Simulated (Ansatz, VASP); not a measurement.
## One calculation of BiTe, two programs

File INCAR:

```
  ALGO = Normal
  EDIFF = 1E-6
  ENCUT = 520
  GGA = PE
  ISIF = 2
  ISMEAR = 0
  IVDW = 12
  LASPH = True
  LCHARG = False
  LREAL = False
  LWAVE = False
  NBANDS = 18
  NELM = 80
  PREC = Accurate
  SIGMA = 0.05
```

The input KPOINTS:

```
k-points
0
Gamma
  6 6 6
```

File POSCAR:

```
BiTe
1.0
    0.0000000000      3.2494966223      3.2494966223
    3.2494966223      0.0000000000      3.2494966223
    3.2494966223      3.2494966223      0.0000000000
Bi Te
1 1
Direct
    0.5000000000      0.5000000000      0.5000000000
    0.0000000000      0.0000000000      0.0000000000
```

Input for Ansatz:

```yaml
crystal:
  lattice:
    - [0.0, 3.2494966223, 3.2494966223]
    - [3.2494966223, 0.0, 3.2494966223]
    - [3.2494966223, 3.2494966223, 0.0]
  atoms:
    - { symbol: Bi, position: [0.5, 0.5, 0.5] }
    - { symbol: Te, position: [0.0, 0.0, 0.0] }
basis:
  ecutwfc: 420
  ecutrho_ratio: 4
kpoints:
  mp_grid: { grid: [6, 6, 6] }
hamiltonian:
  xc: pbe
  dispersion: d3bj
scf:
  occupations: { method: gaussian, width: 0.05 }
output:
  forces: true
  stress: true
  eigenvalues: true
```

Alike in both runs: task single point; functional PBE; dispersion D3(BJ); k mesh 6 × 6 × 6; occupations gaussian, width 0.05 eV; no spin polarisation.

```csv
,VASP,Ansatz
version,VASP 6.6.1,Ansatz 0.2.0
potentials or method,"VASP PAW PBE potentials, release 64 (Bi_d, Te), cutoff 520 eV","scalar-relativistic, plane waves, PAW"
valence electrons in the cell,21,31
```

```csv
,VASP,Ansatz,Ansatz less VASP
gap on the k mesh at the Fermi level (eV),none,none,-
pressure (GPa),-1.9,-1.8,+0.07
```

A gap of «none» marks a metal or a gap that the smearing closes. VASP's potentials hold 21 valence electrons a cell and Ansatz's 31, so a difference there can come from the potentials and not from the codes.

Neither program's run includes spin-orbit coupling.
